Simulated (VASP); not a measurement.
## Ti: relaxation of the atoms with PBE

Ti, a slab with vacuum:

```
Ti
1.0
     2.93858    0.00000    0.00000
    -1.46929    2.54489    0.00000
     0.00000    0.00000   19.65043
Ti
3
Cartesian
  0.0000 1.6966 7.5000
  1.4693 0.8483 9.8252
  0.0000 1.6966 12.1504
```

```json
{
 "Program": "VASP 6.6.1",
 "Task": "relaxation of the atoms",
 "Functional": "PBE",
 "Potentials or basis": "VASP PAW PBE potentials, release 64 (Ti_sv)",
 "Cutoff": "520 eV",
 "k mesh": "12 × 12 × 1",
 "Occupations": "gaussian, width 0.1 eV",
 "Spin": "no spin polarisation",
 "Dipole correction": "yes",
 "Further INCAR settings": "ALGO = Normal; EDIFF = 1e-06; IBRION = 2; EDIFFG = -0.02; NSW = 80"
}
```

| Property | Result |
| --- | --- |
| Energy gained by relaxing | 14.8 meV/atom |
| Ionic steps | 6 |
| Band gap on the k mesh | zero (bands 18 and 19 overlap by 1.01 eV) |

Step by step:
```
step  energy change (eV)  largest force (eV/Å)  pressure (GPa)
   1              0.0000                0.3830           -2.11
   2             -0.0132                0.3289           -1.90
   3             -0.0395                0.1386           -1.24
   4             -0.0151                0.3955            0.32
   5             -0.0442                0.0207           -0.86
   6             -0.0443                0.0002           -0.80
```

Final structure:
```cif
data_structure
_symmetry_space_group_name_H-M 'P 1'
_symmetry_Int_Tables_number 1
_cell_length_a 2.9386
_cell_length_b 2.9386
_cell_length_c 19.6504
_cell_angle_alpha 90.000
_cell_angle_beta 90.000
_cell_angle_gamma 120.000
_cell_volume 146.95
loop_
_atom_site_label
_atom_site_type_symbol
_atom_site_fract_x
_atom_site_fract_y
_atom_site_fract_z
_atom_site_occupancy
Ti1 Ti 0.33333 0.66667 0.38714 1
Ti2 Ti 0.66667 0.33333 0.50000 1
Ti3 Ti 0.33333 0.66667 0.61286 1
```

Levels at points of the mesh, in eV from the Fermi level:
```
           k point  band 14  band 15  band 16  band 17  band 18  band 19  band 20  band 21  band 22
(0.00, 0.00, 0.00)    -4.16    -2.91    -0.11    -0.05     0.70     0.70     0.73     0.73     0.95
(0.50, 0.00, 0.00)    -2.26    -2.01    -1.16    -0.96     0.08     0.74     0.76     1.24     1.58
```

Run time: 6.3 min on 1 thread of Intel(R) Xeon(R) Platinum 8488C (Sapphire Rapids), with other jobs on the host, peak memory 0.3 GiB.
